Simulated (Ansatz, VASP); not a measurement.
## One calculation of N, two programs

```
CELL_PARAMETERS angstrom
3.96097 0.00000 0.00000
0.00000 3.96097 0.00000
0.00000 0.00000 5.13318
ATOMIC_POSITIONS crystal
N 0.90241 0.90241 0.00000
N 0.59759 0.40241 0.50000
N 0.09759 0.09759 0.00000
N 0.40241 0.59759 0.50000
```

Alike in both runs: task single point; functional PBE; k mesh 6 × 6 × 6; no spin polarisation.

|  | VASP | Ansatz |
| --- | --- | --- |
| version | VASP 6.6.1 | Ansatz 0.2.0 |
| potentials or method | VASP PAW PBE potentials, release 64 (N) | plane waves, PAW |
| plane-wave cutoff (eV) | 520 | 420 |
| occupations | gaussian, width 0.01 eV | fixed |
| valence electrons in the cell | 20 | 20 |

VASP gave:

```
gap on the k mesh at the Fermi level (eV)                     : 6.80
pressure (GPa)                                                : 5.3
traceless stress, the component that is largest in VASP (GPa) : -4.44
rms of the force components (eV/Å)                            : 1.793
```

Estimate Ansatz's values.

gap on the k mesh at the Fermi level (eV): 6.85; pressure (GPa): 2.7; traceless stress, the component that is largest in VASP (GPa): -1.64; rms of the force components (eV/Å): 0.665.

Atom by atom the forces differ by 1.128 eV/Å (rms over components).

Noted on VASP's run: the standard files for N, O and F lose accuracy on very short bonds.
